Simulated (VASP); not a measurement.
CuI:

```xyz
2
Lattice="4.2872 0.0000 0.0000 2.1436 3.7128 0.0000 2.1436 1.2376 3.5005" Properties=species:S:1:pos:R:3 pbc="T T T"
Cu    2.1436    1.2376    0.8751
I     0.0000    0.0000    0.0000
```

| Property | Result |
| --- | --- |
| Program | VASP 6.6.1 |
| Task | relaxation of cell and atoms |
| Functional | RPBE |
| Potentials or basis | VASP PAW PBE potentials, release 64 (Cu, I) |
| Cutoff | 600 eV |
| k mesh | 6 × 6 × 6 |
| Occupations | gaussian, width 0.01 eV |
| Spin | no spin polarisation |

At the start: pressure 2.4 GPa; volume 27.86 Å³/atom.

**Question.** Where does the relaxation end?

**Answer.** Over 3 steps the energy falls by 13.2 meV/atom and the volume is 29.88 Å³/atom (+7.3 %); space group F-43m (No. 216, to 0.1 Å) before and after.

The path:
| step | energy change (eV) | largest force (eV/Å) | pressure (GPa) | volume (Å³) |
| --- | --- | --- | --- | --- |
| 1 | 0.0000 | 0.0000 | 2.38 | 55.72 |
| 2 | -0.0263 | 0.0000 | 0.27 | 59.12 |
| 3 | -0.0264 | 0.0000 | -0.12 | 59.76 |

Final structure:
```xyz
2
Lattice="4.3885 0.0000 0.0000 2.1943 3.8006 0.0000 2.1943 1.2669 3.5832" Properties=species:S:1:pos:R:3 pbc="T T T"
Cu    2.1943    1.2669    0.8958
I     0.0000    0.0000    0.0000
```

Caveat: the PAW data sets were made with another functional, which shifts forces and pressure a little.
